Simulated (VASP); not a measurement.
# KI (I4mm) in VASP: notebook

The runs below take KI through single point, with PBE.

Program: VASP 6.6.1. These are calculated values, not measurements. Logs are shortened: lines on timing, memory, paths and dates and some standing lists are left out, and cuts for length are marked.

## Step 1: The cell of the first run

It takes space group I4mm (No. 107, tetragonal). Conventional cell: a = 4.984 Å, b = 4.984 Å, c = 7.049 Å, α = 90.00°, β = 90.00°, γ = 90.00°. Within 4.6 Å of K (site symmetry 4mm) lie 6 I at 3.47 to 3.57 Å. Within 4.6 Å of I (site symmetry 4mm) lie 6 K at 3.47 to 3.57 Å.

## Step 2: Single point, PBE

INCAR

```
PREC = Accurate
ENCUT = 520
EDIFF = 1E-7
ISMEAR = 0
SIGMA = 0.05
LREAL = False
LASPH = True
NELM = 100
ALGO = Normal
ISIF = 2
LWAVE = False
LCHARG = True
GGA = PE
LELF = True
LVHAR = True
NBANDS = 15
```

KPOINTS

```
Automatic mesh
0
Gamma
  6 6 6
```

POSCAR

```
KI
1.0
    0.0000000000      3.5245500000      3.5245500000
    3.5245500000      0.0000000000      3.5245500000
    3.5245500000      3.5245500000      0.0000000000
K I
1 1
Direct
    0.0000000000      0.0000000000      0.0000000000
    0.4929068959      0.4929068959      0.5070931041
```

Potentials or basis: VASP PAW PBE potentials, release 64 (K_sv, I).

The run is started by

```
cat potpaw_PBE.64/K_sv/POTCAR potpaw_PBE.64/I/POTCAR > POTCAR
mpirun -np 1 vasp_std > vasp.out
```

OUTCAR:

```text
PREC = Accurate
   ENCUT = 520
   EDIFF = 1E-7
   ISMEAR = 0
   LREAL = False
   LASPH = True
   NELM = 100
   ISIF = 2
   GGA = PE

 ion  position               nearest neighbor table
   1  0.000  0.000  0.000-   2 3.47   2 3.52   2 3.52   2 3.52   2 3.52   2 3.57
   2  0.493  0.493  0.507-   1 3.47   1 3.52   1 3.52   1 3.52   1 3.52   1 3.57

  LATTYP: Found a face centered cubic cell.
 ALAT       =     7.0491000000

  Lattice vectors:

 A1 = (   0.0000000000,   3.5245500000,   3.5245500000)
 A2 = (   3.5245500000,   0.0000000000,   3.5245500000)
 A3 = (   3.5245500000,   3.5245500000,   0.0000000000)

Analysis of symmetry for initial positions (statically):
=====================================================================
 Subroutine PRICEL returns:
 Original cell was already a primitive cell.

 Routine SETGRP: Setting up the symmetry group for a
 face centered cubic supercell.

 Subroutine GETGRP returns: Found  8 space group operations
 (whereof  8 operations were pure point group operations)
 out of a pool of 48 trial point group operations.

The static configuration has the point symmetry C_4v.

Analysis of symmetry for dynamics (positions and initial velocities):
=====================================================================
 Subroutine PRICEL returns:
 Original cell was already a primitive cell.

 Routine SETGRP: Setting up the symmetry group for a
 face centered cubic supercell.

 Subroutine GETGRP returns: Found  8 space group operations
 (whereof  8 operations were pure point group operations)
 out of a pool of 48 trial point group operations.

The dynamic configuration has the point symmetry C_4v.

 Subroutine INISYM returns: Found  8 space group operations
 (whereof  8 operations are pure point group operations),
 and found     1 'primitive' translations

----------------------------------------------------------------------------------------

                                     Primitive cell

  volume of cell :      87.5671

  direct lattice vectors                    reciprocal lattice vectors
     0.000000000  3.524550000  3.524550000    -0.141862082  0.141862082  0.141862082
     3.524550000  0.000000000  3.524550000     0.141862082 -0.141862082  0.141862082
     3.524550000  3.524550000  0.000000000     0.141862082  0.141862082 -0.141862082

  length of vectors
     4.984466411  4.984466411  4.984466411     0.245712333  0.245712333  0.245712333

  position of ions in fractional coordinates (direct lattice)
     0.000000000  0.000000000  0.000000000
     0.492906896  0.492906896  0.507093104

  ion indices of the primitive-cell ions
   primitive index   ion index
                 1           1
                 2           2

----------------------------------------------------------------------------------------

 KPOINTS: Automatic mesh

Automatic generation of k-mesh.
 Grid dimensions read from file:
 generate k-points for:    6    6    6

 Generating k-lattice:

  Cartesian coordinates                     Fractional coordinates (reciprocal lattice)
    -0.023643680  0.023643680  0.023643680     0.166666667  0.000000000  0.000000000
     0.023643680 -0.023643680  0.023643680     0.000000000  0.166666667  0.000000000
     0.023643680  0.023643680 -0.023643680     0.000000000  0.000000000  0.166666667

  Length of vectors
     0.040952056  0.040952056  0.040952056

  Shift w.r.t. Gamma in fractional coordinates (k-lattice)
     0.000000000  0.000000000  0.000000000

 Subroutine IBZKPT returns following result:
 ===========================================

 Found     30 irreducible k-points:

 Following reciprocal coordinates:
            Coordinates               Weight
  0.000000  0.000000  0.000000      1.000000
  0.166667  0.000000  0.000000      8.000000
  0.333333  0.000000  0.000000      8.000000
  0.500000  0.000000  0.000000      4.000000
  0.166667  0.166667  0.000000      2.000000
  0.000000  0.166667  0.166667      4.000000
[... 16 lines left out ...]
  0.500000  0.333333  0.166667      8.000000
  0.166667  0.500000  0.333333      8.000000
 [... further k-points ...]
   k-points           NKPTS =     30   k-points in BZ     NKDIM =     30   number of bands    NBANDS=     15
   number of dos      NEDOS =    301   number of ions     NIONS =      2
   total plane-waves  NPLWV =  64000
   dimension x,y,z NGX =    40 NGY =   40 NGZ =   40
   dimension x,y,z NGXF=    80 NGYF=   80 NGZF=   80
   ions per type =               1   1
   NGX,Y,Z   is equivalent  to a cutoff of  13.34, 13.34, 13.34 a.u.
   NGXF,Y,Z  is equivalent  to a cutoff of  26.68, 26.68, 26.68 a.u.
 SYSTEM =  unknown system
   PREC   = accura    normal or accurate (medium, high low for compatibility)
   ISTART =      0    job   : 0-new  1-cont  2-samecut
   ICHARG =      2    charge: 1-file 2-atom 10-const
   ISPIN  =      1    spin polarized calculation?
   LNONCOLLINEAR =      F non collinear calculations
   LSORBIT =      F    spin-orbit coupling
   LASPH  =      T    aspherical Exc in radial PAW
   ENCUT  =  520.0 eV  38.22 Ry    6.18 a.u.   9.27  9.27  9.27*2*pi/ulx,y,z
   NELM   =    100;   NELMIN=  2; NELMDL= -5     # of ELM steps
   EDIFF  = 0.1E-06   stopping-criterion for ELM
   LREAL  =      F    real-space projection
   EDIFFG = 0.1E-05   stopping-criterion for IOM
   NSW    =      0    number of steps for IOM
   IBRION =     -1    ionic relax: 0-MD 1-quasi-New 2-CG
   NFREE  =      0    steps in history (QN), initial steepest desc. (CG)
   ISIF   =      2    stress and relaxation
   ISYM   =      2    0-nonsym 1-usesym 2-fastsym
   POTIM  = 0.5000    time-step for ionic-motion
   TEBEG  =    0.0;   TEEND  =   0.0 temperature during run
   PSTRESS=    0.0 pullay stress
   NELECT =      16.0000    total number of electrons
   NUPDOWN=      -1.0000    fix difference up-down
   EMIN   =  10.00;   EMAX   =-10.00  energy-range for DOS
   EFERMI =   0.00;   METHOD = LEGACY
   ISMEAR =     0;   SIGMA  =   0.05  broadening in eV -4-tet -1-fermi 0-gaus
   EFERMI_NEDOS =   21; number of points for ismear=-14 and -15
   IALGO  =     38    algorithm
   IMIX   =      4    mixing-type and parameters
     AMIX     =   0.40;   BMIX     =  1.00
     AMIX_MAG =   1.60;   BMIX_MAG =  1.00
  volume/ion in A,a.u.               =      43.78       295.47
  Fermi-wavevector in a.u.,A,eV,Ry     =   0.928969  1.755497 11.741598  0.862983
  Thomas-Fermi vector in A             =   2.055202
   LORBIT       =      0    0 simple, 1 ext, 2 COOP (PROOUT), +10 PAW based schemes
   GGA     = PE    functional components
   LHFCALC =     F    Hartree Fock is set to
   AEXX    =    0.0000 exact exchange contribution
   IVDW    =     0    specifies the selected vdW correction
   LEPSILON=     F    determine dielectric tensor
   LRPA    =     F    only Hartree local field effects (RPA)
 non-spin polarized calculation
 Gauss-broadening in eV      SIGMA  =   0.05
  energy-cutoff  :      520.00
  volume of cell :       87.57
 maximum number of plane-waves:      2397
 NGX is ok and might be reduce to    40
   NGX = 19   NGY = 19   NGZ = 19

 number of electron      16.0000000 magnetization

 Free energy of the ion-electron system (eV)
  ---------------------------------------------------
  ext. energy  EPLUGINS =         0.00000000
  ---------------------------------------------------
  free energy    TOTEN  =        -5.55240664 eV

  energy without entropy =       -5.55240664  energy(sigma->0) =       -5.55240664

 E-fermi :  -0.0680     XC(G=0):  -7.2046

 val. band max:       -0.3796743333   @ k =   0.0000   0.0000   0.0000
 cond. band min:       3.6002238359   @ k =   0.0000   0.0000   0.0000
 fundamental gap:      3.9798981692
 Fermi energy:        -0.0680288573

 k-point     1 :       0.0000    0.0000    0.0000
  band No.  band energies     occupation
      1     -28.8682      2.00000
      2     -12.3575      2.00000
      3     -12.3568      2.00000
      4     -12.3568      2.00000
      5     -10.8914      2.00000
      6      -0.3799      2.00000
      7      -0.3797      2.00000
      8      -0.3797      2.00000
      9       3.6002      0.00000
     10       6.1159      0.00000
     11       6.1164      0.00000
     12       6.1164      0.00000
     13       6.8374      0.00000
     14       6.8409      0.00000
     15       9.4146      0.00000

 k-point     2 :       0.1667    0.0000    0.0000
  band No.  band energies     occupation
      1     -28.8677      2.00000
      2     -12.3998      2.00000
      3     -12.3577      2.00000
      4     -12.3574      2.00000
      5     -10.8163      2.00000
      6      -0.8028      2.00000
      7      -0.4715      2.00000
      8      -0.4714      2.00000
      9       4.2270      0.00000
     10       6.0376      0.00000
     11       6.4076      0.00000
     12       6.4078      0.00000
     13       7.1600      0.00000
     14       7.1644      0.00000
     15      10.2888      0.00000

 k-point     3 :       0.3333    0.0000    0.0000
  band No.  band energies     occupation
      1     -28.8666      2.00000
      2     -12.4755      2.00000
      3     -12.3589      2.00000
      4     -12.3586      2.00000
      5     -10.6736      2.00000
      6      -1.4473      2.00000
      7      -0.6415      2.00000
      8      -0.6414      2.00000
      9       4.9815      0.00000
     10       6.6584      0.00000
     11       7.1164      0.00000
     12       7.1169      0.00000
     13       8.0072      0.00000
     14       8.0128      0.00000
     15       9.3304      0.00000
[... 343 lines left out ...]
 k-point    23 :       0.5000    0.3333    0.1667
  band No.  band energies     occupation
      1     -28.8659      2.00000
      2     -12.4464      2.00000
      3     -12.3772      2.00000
      4     -12.3664      2.00000
      5     -10.6809      2.00000
      6      -1.3816      2.00000
      7      -0.8531      2.00000
      8      -0.7610      2.00000
      9       5.5012      0.00000
     10       5.9135      0.00000
     11       6.8841      0.00000
     12       8.0233      0.00000
     13       8.1583      0.00000
     14       8.4290      0.00000
     15       9.6143      0.00000

 k-point    24 :       0.1667    0.5000    0.3333
  band No.  band energies     occupation
      1     -28.8659      2.00000
      2     -12.4462      2.00000
      3     -12.3772      2.00000
      4     -12.3666      2.00000
      5     -10.6811      2.00000
      6      -1.3818      2.00000
      7      -0.8535      2.00000
      8      -0.7611      2.00000
      9       5.5026      0.00000
     10       5.9145      0.00000
     11       6.8844      0.00000
     12       8.0230      0.00000
     13       8.1576      0.00000
     14       8.4312      0.00000
     15       9.6031      0.00000

 [... further k-points ...]

------------------------ aborting loop because EDIFF is reached ----------------------------------------

  FORCE on cell =-STRESS in cart. coord.  units (eV):
  Direction    XX          YY          ZZ          XY          YZ          ZX
  --------------------------------------------------------------------------------------
  -------------------------------------------------------------------------------------
  Total        0.3850221      0.3850221      0.4064705      0.0000000      0.0000000     -0.0000000
  in kB        7.0445817      7.0445817      7.4370143      0.0000000      0.0000000     -0.0000000
  external PRESSURE =       7.1753925 kB  Pullay stress =       0.0000000 kB

 VOLUME and BASIS-vectors are now :
 -----------------------------------------------------------------------------
  energy-cutoff  :      520.00
  volume of cell :       87.57
      direct lattice vectors                 reciprocal lattice vectors
     0.000000000  3.524550000  3.524550000    -0.141862082  0.141862082  0.141862082
     3.524550000  0.000000000  3.524550000     0.141862082 -0.141862082  0.141862082
     3.524550000  3.524550000  0.000000000     0.141862082  0.141862082 -0.141862082

 POSITION                                       TOTAL-FORCE (eV/Angst)
 -----------------------------------------------------------------------------------
      0.00000      0.00000      0.00000         0.000000      0.000000     -0.056744
      3.52455      3.52455      3.47455         0.000000      0.000000      0.056744
 -----------------------------------------------------------------------------------
    total drift:                                0.000000      0.000000      0.000012

  FREE ENERGIE OF THE ION-ELECTRON SYSTEM (eV)
  ---------------------------------------------------
  free  energy   TOTEN  =        -5.5524066406 eV

  energy  without entropy=       -5.5524066406  energy(sigma->0) =       -5.55240664
```

It took 1.8 min on 1 thread of AMD EPYC 7R13, shared host; peak memory 0.22 GiB.

Results:

| Property | Result |
| --- | --- |
| Free energy | -5.5524 eV |
| Pressure | 0.7 GPa |
| Largest force | 0.057 eV/Å |
| Band gap on the k mesh | 3.98 eV, direct |

Forces in eV/Å, atoms in the order of the input:
```
K    0.000  0.000 -0.057
I    0.000  0.000  0.057
```

Levels at points of the mesh, in eV from the valence-band top:
| k point | band 4 | band 5 | band 6 | band 7 | band 8 | band 9 | band 10 | band 11 | band 12 | band 13 |
| --- | --- | --- | --- | --- | --- | --- | --- | --- | --- | --- |
| (0.00, 0.00, 0.00) | -11.98 | -10.51 | 0.00 | 0.00 | 0.00 | 3.98 | 6.50 | 6.50 | 6.50 | 7.22 |
| (0.50, 0.00, 0.00) | -11.98 | -10.23 | -1.33 | -0.34 | -0.34 | 5.53 | 7.73 | 8.16 | 8.16 | 8.72 |
| (0.50, 0.50, 0.00) | -12.00 | -10.36 | -1.01 | -0.37 | -0.37 | 4.92 | 5.78 | 8.11 | 8.64 | 8.94 |
| (0.00, 0.50, 0.50) | -12.00 | -10.36 | -1.01 | -0.37 | -0.37 | 4.93 | 5.78 | 8.11 | 8.74 | 8.84 |

Caveat: the cell differs from its parent crystal (all I atoms moved +0.050 Å, as atom 2 towards its neighbour atom 1 (K) at 3.525 Å); spin-orbit coupling is left out, which moves the levels of the heavy elements.

## Step 3: Single point, PBE

INCAR

```
SYSTEM = KI
PREC = Accurate
ENCUT = 520
EDIFF = 1E-7
ISMEAR = 0
SIGMA = 0.05
LREAL = .FALSE.
LASPH = .TRUE.
NELM = 80
ALGO = Normal
ISIF = 2
LWAVE = .FALSE.
LCHARG = .FALSE.
GGA = PE
NBANDS = 15
```

KPOINTS

```
regular mesh
0
G
  6 6 6
  0 0 0
```

Edit POSCAR of step 2 so:

```diff
@@ -9,2 +9,2 @@
     0.0000000000      0.0000000000      0.0000000000
-    0.4929068959      0.4929068959      0.5070931041
+    0.4822672398      0.4822672398      0.5177327602
```

Potentials or basis: VASP PAW PBE potentials, release 64 (K_sv, I).

The run is started by

```
cat potpaw_PBE.64/K_sv/POTCAR potpaw_PBE.64/I/POTCAR > POTCAR
mpirun -np 1 vasp_std > vasp.out
```

It took 1.9 min on 1 thread of AMD EPYC 7R13, shared host; peak memory 0.22 GiB.

Results (log left out):

- Free energy: -5.5448 eV
- Pressure: 0.8 GPa
- Largest force: 0.147 eV/Å
- Band gap on the k mesh: 3.98 eV, direct

Forces on the atoms (eV/Å):
```
K    0.000  0.000 -0.147
I    0.000  0.000  0.147
```

Stress tensor (GPa, compression positive):
```
0.69 0.00 0.00
0.00 0.69 0.00
0.00 0.00 0.94
```

Levels at points of the mesh, in eV from the valence-band top:
| k point | band 4 | band 5 | band 6 | band 7 | band 8 | band 9 | band 10 | band 11 | band 12 | band 13 |
| --- | --- | --- | --- | --- | --- | --- | --- | --- | --- | --- |
| (0.00, 0.00, 0.00) | -11.97 | -10.51 | 0.00 | 0.00 | 0.00 | 3.98 | 6.51 | 6.51 | 6.51 | 7.22 |
| (0.50, 0.00, 0.00) | -11.97 | -10.22 | -1.33 | -0.34 | -0.34 | 5.53 | 7.69 | 8.14 | 8.17 | 8.72 |
| (0.50, 0.50, 0.00) | -11.99 | -10.36 | -1.00 | -0.37 | -0.37 | 4.93 | 5.79 | 8.12 | 8.45 | 9.16 |
| (0.00, 0.50, 0.50) | -11.99 | -10.36 | -1.00 | -0.37 | -0.37 | 4.94 | 5.78 | 8.11 | 8.74 | 8.85 |

Caveat: the cell differs from its parent crystal (all I atoms moved +0.125 Å, as atom 2 towards its neighbour atom 1 (K) at 3.525 Å); spin-orbit coupling is left out, which moves the levels of the heavy elements.

## Step 4: Single point, PBE

INCAR

```
SYSTEM = KI
ALGO     = Normal         ! electronic algorithm
EDIFF    = 1E-7           ! SCF threshold, eV
ENCUT    = 520            ! plane-wave cutoff, eV
GGA      = PE             ! functional
ISIF     = 2              ! what is computed and relaxed
ISMEAR   = 0              ! smearing method
LASPH    = .True.         ! aspherical terms in the spheres
LCHARG   = .False.        ! write CHGCAR
LREAL    = .False.        ! projectors in reciprocal space
LWAVE    = .False.        ! write WAVECAR
NBANDS   = 15             ! bands
NELM     = 80             ! most SCF steps
PREC     = Accurate       ! precision mode
SIGMA    = 0.05           ! smearing width, eV
```

KPOINTS

```
k-points
0
Gamma
  6 6 6
  0 0 0
```

Edit POSCAR of step 3 so:

```diff
@@ -9,2 +9,2 @@
     0.0000000000      0.0000000000      0.0000000000
-    0.4822672398      0.4822672398      0.5177327602
+    0.4964534480      0.4964534480      0.5035465520
```

The run is started by

```
cat potpaw_PBE.64/K_sv/POTCAR potpaw_PBE.64/I/POTCAR > POTCAR
mpirun -np 1 vasp_std > vasp.out
```

Run time: 1.9 min. Hardware: 1 thread of AMD EPYC 7R13, shared host; peak memory 0.22 GiB.

Results (log left out):

```yaml
Free_energy: -5.5535 eV
Pressure: 0.7 GPa
Largest_force: 0.028 eV/Å
Band_gap_on_the_k_mesh: 3.98 eV, direct
```

Forces on the atoms (eV/Å):
```
K    0.000  0.000 -0.028
I    0.000  0.000  0.028
```

Levels at points of the mesh, in eV from the valence-band top:
| k point | band 4 | band 5 | band 6 | band 7 | band 8 | band 9 | band 10 | band 11 | band 12 | band 13 |
| --- | --- | --- | --- | --- | --- | --- | --- | --- | --- | --- |
| (0.00, 0.00, 0.00) | -11.98 | -10.51 | 0.00 | 0.00 | 0.00 | 3.98 | 6.49 | 6.49 | 6.49 | 7.22 |
| (0.50, 0.00, 0.00) | -11.98 | -10.23 | -1.34 | -0.34 | -0.34 | 5.53 | 7.73 | 8.16 | 8.16 | 8.72 |
| (0.50, 0.50, 0.00) | -12.00 | -10.37 | -1.01 | -0.37 | -0.37 | 4.92 | 5.78 | 8.10 | 8.70 | 8.88 |
| (0.00, 0.50, 0.50) | -12.00 | -10.37 | -1.01 | -0.37 | -0.37 | 4.92 | 5.78 | 8.10 | 8.74 | 8.84 |

Caveat: the cell differs from its parent crystal (all I atoms moved +0.025 Å, as atom 2 towards its neighbour atom 1 (K) at 3.525 Å); spin-orbit coupling is left out, which moves the levels of the heavy elements.
